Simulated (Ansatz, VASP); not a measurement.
YS in VASP and in Ansatz

Contents of INCAR:

```
PREC = Accurate
ENCUT = 520
EDIFF = 1E-8
ISMEAR = -1
SIGMA = 0.01
LREAL = F
LASPH = T
NELM = 80
ALGO = Normal
ISIF = 2
LWAVE = F
LCHARG = F
GGA = CA
LEFG = T
NBANDS = 16
```

Contents of KPOINTS:

```
Automatic mesh
0
Gamma
  8 8 8
```

POSCAR

```
YS
1.0
    0.0000000000      2.7436500000      2.7985230000
    2.7436500000      0.0000000000      2.7985230000
    2.7436500000      2.7436500000      0.0000000000
Y S
1 1
Direct
    0.5000000000      0.5000000000      0.5000000000
    0.0000000000      0.0000000000      0.0000000000
```

Input for Ansatz:

```yaml
crystal:
  lattice:
    - [0.0, 2.74365, 2.798523]
    - [2.74365, 0.0, 2.798523]
    - [2.74365, 2.74365, 0.0]
  atoms:
    - { symbol: "Y", position: [0.5, 0.5, 0.5] }
    - { symbol: S, position: [0.0, 0.0, 0.0] }
kpoints:
  mp_grid: { grid: [8, 8, 8] }
scf:
  occupations: { method: fermi_dirac, width: 0.01 }
hamiltonian:
  xc: lda
  pseudopotentials: { kind: all_electron, datasets: crystal }
output:
  forces: true
  stress: true
  eigenvalues: true
  efg: { contact_densities: true }
```

Change from the starting cell: zz strain of +2 %, crystal datasets.

Alike in both runs: task electric field gradients; functional LDA; k mesh 8 × 8 × 8; occupations fermi-dirac, width 0.01 eV; no spin polarisation.

|  | VASP | Ansatz |
| --- | --- | --- |
| version | VASP 6.6.1 | Ansatz 0.2.0 |
| potentials or method | VASP PAW LDA potentials, release 64 (Y_sv, S), cutoff 520 eV | all-electron PAW with datasets made for the crystal, scalar-relativistic |

Ansatz gave:

- pressure (GPa): -5.5
- traceless stress, the component that is largest in VASP (GPa): -2.49
- size of Vzz on the site where it differs most (V/Å²): 22.0

Question: Estimate VASP's values.

Answer: Pressure (GPa): -5.4; traceless stress, the component that is largest in VASP (GPa): -2.51; size of Vzz on the site where it differs most (V/Å²): 20.5.

LDA's correlation is that of Perdew and Zunger in VASP and of Perdew and Wang (1992) in Ansatz. Ansatz ran all-electron here, and VASP with PAW potentials.
